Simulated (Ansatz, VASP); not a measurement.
# One calculation of LiF, two programs

```
Li F
1.0
     2.76430    0.00000    0.00000
     0.00000    2.76430    0.00000
     0.00000    0.00000    2.35477
Li F
1 1
Cartesian
  0.0000 0.0000 0.0000
  1.3821 1.3821 1.1774
```

Change from the starting cell: strain +0.080 along x and y, -0.080 along z, atoms carried along.

Alike in both runs: task single point; functional r2SCAN; k mesh 10 × 10 × 10; occupations gaussian, width 0.05 eV; no spin polarisation.

|  | VASP | Ansatz |
| --- | --- | --- |
| version | VASP 6.6.1 | Ansatz 0.2.0 |
| potentials or method | VASP PAW PBE potentials, release 64 (Li_sv, F), cutoff 520 eV | scalar-relativistic, plane waves, PAW |
| valence electrons in the cell | 10 | 10 |

Ansatz gave:

- gap on the k mesh at the Fermi level (eV): 6.71
- least direct gap on the mesh (eV): 7.01

Task: Estimate VASP's values.

Result: gap on the k mesh at the Fermi level (eV): 6.85; least direct gap on the mesh (eV): 7.15.

VASP's potentials were made for PBE, not for r2SCAN. The functional is the same, so the differences come from potentials, cutoffs and numerics.

Noted on VASP's run: the cutoff is under 1.25 times that of the potentials, so the pressure is a little rough.
